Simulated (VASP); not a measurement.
Wanted: the native input for a VASP 6.6.1 run.

```
Task                   : single point
Functional             : LDA
Potentials or basis    : VASP PAW LDA potentials, release 64 (Ni)
Cutoff                 : 520 eV
k mesh                 : 17 × 17 × 17
Occupations            : methfessel-paxton, width 0.1 eV
Spin                   : collinear spin, ferromagnetic start
Starting moments       : [1.5] μB
Dipole correction      : no
Further INCAR settings : ALGO = Normal; EDIFF = 1e-07; NBANDS = 15
```

The structure of Ni lies in POSCAR:

```
Ni
1.0
    0.0000000000      1.7619400000      1.7619400000
    1.7619400000      0.0000000000      1.7619400000
    1.7619400000      1.7619400000      0.0000000000
Ni
1
Direct
    0.0000000000      0.0000000000      0.0000000000
```

One way to write it, as run:

INCAR

```
  PREC = Accurate
  ENCUT = 520
  EDIFF = 1E-7
  ISMEAR = 1
  SIGMA = 0.1
  LREAL = F
  LASPH = T
  NELM = 150
  ALGO = Normal
  ISIF = 2
  LWAVE = F
  LCHARG = F
  ISPIN = 2
  MAGMOM = 1.5
  LORBIT = 11
  LMAXMIX = 4
  NBANDS = 15
```

KPOINTS

```
regular mesh
0
Gamma
  17 17 17
```

Potentials or basis: VASP PAW LDA potentials, release 64 (Ni).

Run with:

```bash
$ cat potpaw_LDA.64/Ni/POTCAR > POTCAR
$ mpirun -np 1 vasp_std > vasp.out
```

Results of the run:

```
Pressure                                              : -17.6 GPa
Net moment                                            : 0.64 μB per cell
Site moments                                          : Ni +0.65 μB
Valence electrons inside the program's atomic spheres : Ni 9.31
```

Wall time 25 s on 1 thread of Intel(R) Xeon(R) 6975P-C (Granite Rapids), with other jobs on the host, peak memory 0.15 GiB.
